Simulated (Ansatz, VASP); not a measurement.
Cu in VASP and in Ansatz

INCAR

```
SYSTEM = Cu
PREC = Accurate
ENCUT = 520
EDIFF = 1E-7
ISMEAR = -1
SIGMA = 0.01
LREAL = .FALSE.
LASPH = .TRUE.
NELM = 80
ALGO = Normal
ISIF = 2
LWAVE = .FALSE.
LCHARG = .FALSE.
GGA = PS
NBANDS = 18
```

File KPOINTS:

```
Automatic mesh
0
G
  13 13 7
  0 0 0
```

Contents of POSCAR:

```
Cu
1.0
    2.5340970000      0.0000000000      0.0000000000
   -1.2670480000      2.1945920000      0.0000000000
    0.0000000000      0.0000000000      4.1125710000
Cu
2
Direct
    0.3333333333      0.6666666667      0.2500000000
    0.6666666667      0.3333333333      0.7500000000
```

Input for Ansatz:

```yaml
crystal:
  lattice:
    - [2.534097, 0.0, 0.0]
    - [-1.267048, 2.194592, 0.0]
    - [0.0, 0.0, 4.112571]
  atoms:
    - { symbol: Cu, position: [0.3333333333333333, 0.6666666666666666, 0.25] }
    - { symbol: Cu, position: [0.6666666666666666, 0.3333333333333333, 0.75] }
kpoints:
  mp_grid:
    grid: [13, 13, 7]
hamiltonian:
  xc: pbesol
  pseudopotentials:
    kind: paw
scf:
  max_iter: 150
  convergence:
    dr2_threshold: 1.0e-07
  mixing:
    algorithm: anderson
    beta: 0.4
    ndim: 8
  occupations:
    method: fermi_dirac
    width: 0.01
output:
  forces: true
  stress: true
  eigenvalues: true
```

Alike in both runs: task single point; functional PBEsol; k mesh 13 × 13 × 7; occupations fermi-dirac, width 0.01 eV; no spin polarisation.

|  | VASP | Ansatz |
| --- | --- | --- |
| version | VASP 6.6.1 | Ansatz 0.2.0 |
| potentials or method | VASP PAW PBE potentials, release 64 (Cu) | plane waves, PAW |
| plane-wave cutoff (eV) | 520 | 420 |
| valence electrons in the cell | 22 | 38 |

```csv
,VASP,Ansatz,Ansatz less VASP
gap on the k mesh at the Fermi level (eV),none,none,-
pressure (GPa),-1.1,-1.8,-0.70
"traceless stress, the component that is largest in VASP (GPa)",2.45,2.47,+0.020
```

VASP's potentials were made for PBE, not for PBEsol. A gap of «none» marks a metal or a gap that the smearing closes. VASP's potentials hold 22 valence electrons a cell and Ansatz's 38, so a difference there can come from the potentials and not from the codes. Ansatz's warnings: stress scf threshold loose.
